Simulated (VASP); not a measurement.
Runs of VASP 6.6.1 on TiAl3. The structure is that of space group Pm-3m (No. 221), or close to it. The cells are those of the table. 

```tsv
task	level	potentials or basis	cell	cutoff (eV)	gap on the mesh (eV)	pressure (GPa)
single point	r2SCAN	VASP PAW PBE potentials, release 64 (Ti_sv, Al)	a = 3.875 Å, 4 atoms	520	none	8.0
single point	PBEsol	VASP PAW PBE potentials, release 64 (Ti_sv, Al)	a = 3.849 Å, 4 atoms	520	none	10.0
single point	LDA	VASP PAW LDA potentials, release 64 (Ti_sv, Al)	a = 3.956 Å, 4 atoms	520	none	-3.6
relaxation of cell and atoms	PBEsol	VASP PAW PBE potentials, release 64 (Ti_sv, Al)	relaxed to 5 GPa from a = 3.956 Å, 4 atoms	600	none	5.0
single point	LDA	VASP PAW LDA potentials, release 64 (Ti_sv, Al)	a = 3.982 Å, 4 atoms	520	none	(a)
```

Alike in all rows: no spin polarisation; k mesh 7 × 7 × 7; smearing fermi-dirac 0.05 eV.

**Question.** Fill in the values left out.

**Answer.** (a) -5.6.

Caveats: the PAW data sets were made with another functional, which shifts forces and pressure a little (some runs); the cell is relaxed towards a set pressure, so the enthalpy falls and the energy may rise (some runs).

A gap of «none» marks levels without a gap at the run's occupations.
